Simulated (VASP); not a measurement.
Here is a VASP 6.6.1 calculation.

Contents of INCAR:

```
SYSTEM = Ta2Si
PREC = Accurate ; ENCUT = 520
EDIFF = 1E-6 ; ISMEAR = 0
SIGMA = 0.15 ; LREAL = .FALSE.
LASPH = .TRUE. ; NELM = 80
ALGO = Fast ; ISIF = 2
LWAVE = .FALSE. ; LCHARG = .FALSE.
GGA = PS ; NBANDS = 35
```

File KPOINTS:

```
regular mesh
0
G
  12 12 12
  0 0 0
```

File POSCAR:

```
Ta2Si
1.0
   -3.0683767195      3.0683767195      2.5198993614
    3.0683767195     -3.0683767195      2.5198993614
    3.0683767195      3.0683767195     -2.5198993614
Ta Si
4 2
Direct
    0.6889917956      0.8628594079      0.5518512035
    0.8628594079      0.3110082044      0.1738676123
    0.3110082044      0.1371405921      0.4481487965
    0.1371405921      0.6889917956      0.8261323878
    0.2862028433      0.2862028433      0.0000000000
    0.7137971567      0.7137971567      0.0000000000
```

Potentials or basis: VASP PAW PBE potentials, release 64 (Ta_pv, Si).

Run with:

```sh
$ cat potpaw_PBE.64/Ta_pv/POTCAR potpaw_PBE.64/Si/POTCAR > POTCAR
$ mpirun -np 1 vasp_std > vasp.out
```

(1) Estimate the pressure.

(2) Predict the largest force.

(3) What does it give for the band gap on the k mesh?

Results:

(1) 6.0 GPa.

(2) 2.591 eV/Å.

(3) zero (band 26 reaches 7.84 eV, above the bottom of band 27 at 7.17 eV).

Caveat: the cell differs from its parent crystal (mode 4 (110.0 1/cm) frozen in, largest displacement +0.225 Å); the PAW data sets were made with another functional, which shifts forces and pressure a little; spin-orbit coupling is left out, which moves the levels of the heavy elements.
